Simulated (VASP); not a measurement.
Wanted: the native input for a VASP 6.6.1 run.

| Item | Value |
| --- | --- |
| Task | single point |
| Functional | PBEsol |
| Dispersion | D3(BJ) |
| Potentials or basis | VASP PAW PBE potentials, release 64 (C) |
| Cutoff | 520 eV |
| k mesh | 21 × 21 × 8 |
| Occupations | gaussian, width 0.15 eV |
| Spin | no spin polarisation |
| Dipole correction | no |
| Further INCAR settings | ALGO = Normal; EDIFF = 1e-07; NBANDS = 16 |

The structure of C lies in POSCAR:

```
C
1.0
    2.5990750504      0.0000000000      0.0000000000
   -1.2995375252      2.2508650199      0.0000000000
    0.0000000000      0.0000000000      6.1673451870
C
4
Direct
    0.0000000000      0.0000000000      0.0025000000
    0.0000000000      0.0000000000      0.5025000000
    0.3333333333      0.6666666667      0.0025000000
    0.6666666667      0.3333333333      0.5025000000
```

This cell differs from its parent crystal: volume 9.020 Å^3 an atom, c/a of the conventional cell 2.3729.

These files were run (other wordings do the same):

INCAR

```
SYSTEM = C
PREC = Accurate
ENCUT = 520
EDIFF = 1E-7
ISMEAR = 0
SIGMA = 0.15
LREAL = .FALSE.
LASPH = .TRUE.
NELM = 60
ALGO = Normal
ISIF = 2
LWAVE = .FALSE.
LCHARG = .FALSE.
GGA = PS
IVDW = 12
NBANDS = 16
```

KPOINTS

```
Automatic mesh
0
G
  21 21 8
  0 0 0
```

Potentials or basis: VASP PAW PBE potentials, release 64 (C).

Launch:

```console
$ cat potpaw_PBE.64/C/POTCAR > POTCAR
$ mpirun -np 1 vasp_std > vasp.out
```

Results of the run:

| Item | Value |
| --- | --- |
| Pressure | -39.4 GPa |
| Band gap on the k mesh | zero (band 8 reaches 4.42 eV, above the bottom of band 9 at 4.33 eV) |
| Dispersion energy per atom | -0.113 eV |

Caveat: the PAW data sets were made with another functional, which shifts forces and pressure a little.

Run time: 43 s on 1 thread of Intel(R) Xeon(R) 6975P-C (Granite Rapids), on a shared host, peak memory 0.23 GiB.
